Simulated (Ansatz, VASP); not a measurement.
## Two plane-wave programs on Sr2SeO

The input POSCAR:

```
Sr2SeO
1.0
    4.1725026423      0.0000000000      0.0000000000
    0.0000000000      4.1725026423      0.0000000000
    0.0000000000      0.0000000000      5.9086754230
O Sr Se
1 2 1
Direct
    0.0000000000      0.0000000000      0.0000000000
    0.0000000000      0.0000000000      0.5000000000
    0.5000000000      0.5000000000      0.0000000000
    0.5000000000      0.5000000000      0.5000000000
```

File INCAR.step1:

```
SYSTEM = Sr2SeO
  PREC = Accurate
  ENCUT = 520
  ISMEAR = 0
  SIGMA = 0.01
  LREAL = .False.
  LASPH = .True.
  NELM = 80
  NBANDS = 24
  GGA = PE
  ALGO = Normal
  EDIFF = 1E-4
  LWAVE = .True.
  LCHARG = .False.
```

File INCAR.step2:

```
SYSTEM = Sr2SeO
  PREC = Accurate
  ENCUT = 520
  EDIFF = 1E-6
  ISMEAR = 0
  SIGMA = 0.01
  LREAL = .False.
  LASPH = .True.
  NELM = 80
  ALGO = Normal
  ISIF = 2
  LWAVE = .False.
  LCHARG = .True.
  METAGGA = R2SCAN
  LMIXTAU = .True.
  LELF = .True.
  LVHAR = .True.
  NBANDS = 24
  ISTART = 1
```

Contents of KPOINTS:

```
Automatic mesh
0
Gamma
  6 6 4
  0 0 0
```

Input for Ansatz:

```yaml
crystal:
  lattice:
    - [4.1725026423, 0.0, 0.0]
    - [0.0, 4.1725026423, 0.0]
    - [0.0, 0.0, 5.908675423]
  atoms:
    - { symbol: O, position: [0.0, 0.0, 0.0] }
    - { symbol: Sr, position: [0.0, 0.0, 0.5] }
    - { symbol: Se, position: [0.5, 0.5, 0.5] }
    - { symbol: Sr, position: [0.5, 0.5, 0.0] }
kpoints:
  mp_grid: { grid: [6, 6, 4] }
hamiltonian:
  xc: r2scan
scf:
  occupations: { method: fixed }
  n_extra_bands: 5
output:
  forces: true
  stress: true
  eigenvalues: true
```

Alike in both runs: task single point; functional r2SCAN; k mesh 6 × 6 × 4; no spin polarisation.

|  | VASP | Ansatz |
| --- | --- | --- |
| version | VASP 6.6.1 | Ansatz 0.2.0 |
| potentials or method | VASP PAW PBE potentials, release 64 (O, Sr_sv, Se) | plane waves, PAW |
| plane-wave cutoff (eV) | 520 | 500 |
| occupations | gaussian, width 0.01 eV | fixed |
| valence electrons in the cell | 32 | 42 |

```tsv
	VASP	Ansatz	Ansatz less VASP
gap on the k mesh at the Fermi level (eV)	2.41	2.43	+0.022
pressure (GPa)	-1.4	-1.6	-0.18
```

VASP's potentials were made for PBE, not for r2SCAN. VASP's potentials hold 32 valence electrons a cell and Ansatz's 42, so a difference there can come from the potentials and not from the codes.
